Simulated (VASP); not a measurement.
HRh6, 14 atoms in the cell. The cell holds a slab with vacuum, 14 atoms: a = 5.416 Å, b = 5.416 Å, c = 21.674 Å, α = 90.00°, β = 90.00°, γ = 90.00°. 

* Program: VASP 6.6.1
* Task: single point
* Functional: PBE
* Potentials or basis: VASP PAW PBE potentials, release 64 (Rh_pv, H)
* Cutoff: 520 eV
* k mesh: 5 × 5 × 1
* Occupations: gaussian, width 0.1 eV
* Spin: no spin polarisation
* Dipole correction: yes
* Further INCAR settings: ALGO = Normal; EDIFF = 1e-07; NBANDS = 104

Potentials or basis: VASP PAW PBE potentials, release 64 (Rh_pv, H).

Run with:

```bash
$ cat potpaw_PBE.64/Rh_pv/POTCAR potpaw_PBE.64/H/POTCAR > POTCAR
$ mpirun -np 1 vasp_std > vasp.out
```

Hardware: 1 thread of Intel Xeon 8259CL, with other jobs on the host.

**Question.** Estimate the wall time of this run.

**Answer.** It took 91 min on 1 thread of Intel Xeon 8259CL, on a shared host, peak memory 0.79 GiB. Counts: scf iterations 31, k points 9.
